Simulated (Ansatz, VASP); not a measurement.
## One calculation of Ag2ClF, two programs

File INCAR:

```
PREC = Accurate
ENCUT = 520
EDIFF = 1E-6
ISMEAR = -1
SIGMA = 0.02
LREAL = F
LASPH = T
NELM = 60
ALGO = Normal
ISIF = 2
LWAVE = F
LCHARG = F
GGA = PE
NBANDS = 26
```

Contents of KPOINTS:

```
Automatic mesh
0
Gamma
  8 8 8
```

Contents of POSCAR:

```
Ag2ClF
1.0
    1.9433225428      1.1219777932      5.3283102928
   -1.9433225428      1.1219777932      5.3283102928
    0.0000000000     -2.2439555864      5.3283102928
F Cl Ag
1 1 2
Direct
    1.0000000000      0.0000000000      0.0000000000
    0.5000000000      0.5000000000      0.5000000000
    0.2656404912      0.2656404912      0.2656404912
    0.7343595088      0.7343595088      0.7343595088
```

Input for Ansatz:

```yaml
crystal:
  lattice:
    - [1.9433225428, 1.1219777932, 5.3283102928]
    - [-1.9433225428, 1.1219777932, 5.3283102928]
    - [0.0, -2.2439555864, 5.3283102928]
  atoms:
    - { symbol: F, position: [1.0, 0.0, 0.0] }
    - { symbol: Cl, position: [0.5, 0.5, 0.5] }
    - { symbol: Ag, position: [0.2656404912, 0.2656404912, 0.2656404912] }
    - { symbol: Ag, position: [0.7343595088, 0.7343595088, 0.7343595088] }
kpoints:
  mp_grid: { grid: [8, 8, 8] }
  band_path:
    path:
      - [0.0, 0.0, 0.0]
      - [0.5, 0.5, 0.5]
      - [0.8037737541, 0.1962262459, 0.5]
      - [0.5, -0.1962262459, 0.1962262459]
      - [0.5, 0.0, 0.0]
      - [0.3481131229, -0.3481131229, 0.0]
      - [0.6518868771, 0.0, 0.3481131229]
      - [0.5, 0.0, 0.5]
      - [0.05, 0.0, 0.05]
    npoints: 1
hamiltonian:
  xc: pbe
scf:
  occupations: { method: fermi_dirac, width: 0.02 }
  n_extra_bands: 5
output:
  forces: true
  stress: true
  eigenvalues: true
```

Alike in both runs: task single point; functional PBE; k mesh 8 × 8 × 8; occupations fermi-dirac, width 0.02 eV; no spin polarisation.

|  | VASP | Ansatz |
| --- | --- | --- |
| version | VASP 6.6.1 | Ansatz 0.2.0 |
| potentials or method | VASP PAW PBE potentials, release 64 (F, Cl, Ag) | plane waves, PAW |
| plane-wave cutoff (eV) | 520 | 420 |
| valence electrons in the cell | 36 | 52 |

```csv
,VASP,Ansatz,Ansatz less VASP
pressure (GPa),2.6,2.8,+0.25
"traceless stress, the component that is largest in VASP (GPa)",-0.31,-0.32,-0.012
rms of the force components (eV/Å),0.048,0.048,-0.0003
```

Atom by atom the forces differ by 0.000 eV/Å (rms over components). VASP's potentials hold 36 valence electrons a cell and Ansatz's 52, so a difference there can come from the potentials and not from the codes.
